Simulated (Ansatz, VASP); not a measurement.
## SiC: VASP beside Ansatz

The input INCAR:

```
ALGO = Normal
EDIFF = 1E-8
ENCUT = 520
GGA = PS
ISIF = 2
ISMEAR = -1
LASPH = True
LCHARG = False
LEFG = True
LREAL = False
LWAVE = False
NBANDS = 16
NELM = 100
PREC = Accurate
SIGMA = 0.08
```

File KPOINTS:

```
k-points
0
Gamma
  15 15 8
```

File POSCAR:

```
SiC
1.0
    3.1363272130      0.0000000000      0.0000000000
   -1.5681636065      2.7161390411      0.0000000000
    0.0000000000      0.0000000000      5.1470055276
Si C
2 2
Direct
    0.3333333333      0.6666666667      0.0000000000
    0.6666666667      0.3333333333      0.5000000000
    0.3333333333      0.6666666667      0.3850000000
    0.6666666667      0.3333333333      0.8850000000
```

Input for Ansatz:

```yaml
crystal:
  lattice:
    - [3.136327213, 0.0, 0.0]
    - [-1.5681636065, 2.7161390411, 0.0]
    - [0.0, 0.0, 5.1470055276]
  atoms:
    - { symbol: Si, position: [0.3333333333, 0.6666666667, 0.0] }
    - { symbol: Si, position: [0.6666666667, 0.3333333333, 0.5] }
    - { symbol: C, position: [0.3333333333, 0.6666666667, 0.385] }
    - { symbol: C, position: [0.6666666667, 0.3333333333, 0.885] }
kpoints:
  mp_grid: { grid: [15, 15, 8] }
scf:
  occupations: { method: fermi_dirac, width: 0.08 }
hamiltonian:
  xc: pbesol
  pseudopotentials: { kind: all_electron, datasets: crystal }
output:
  forces: true
  stress: true
  eigenvalues: true
  efg: { contact_densities: true }
```

Change from the starting cell: volume scaled by 1.06, crystal datasets.

Alike in both runs: task electric field gradients; functional PBEsol; k mesh 15 × 15 × 8; occupations fermi-dirac, width 0.08 eV; no spin polarisation.

```csv
,VASP,Ansatz
version,VASP 6.6.1,Ansatz 0.2.0
potentials or method,"VASP PAW PBE potentials, release 64 (Si, C), cutoff 520 eV","all-electron PAW with datasets made for the crystal, scalar-relativistic"
```

```csv
,VASP,Ansatz,Ansatz less VASP
pressure (GPa),-11.0,-11.4,-0.33
"traceless stress, the component that is largest in VASP (GPa)",-1.85,-1.78,+0.074
rms of the force components (eV/Å),0.383,0.380,-0.0030
size of Vzz on the site where it differs most (V/Å²),16.1,15.3,-0.85
```

VASP's potentials were made for PBE, not for PBEsol. Atom by atom the forces differ by 0.003 eV/Å (rms over components). Ansatz ran all-electron here, and VASP with PAW potentials.
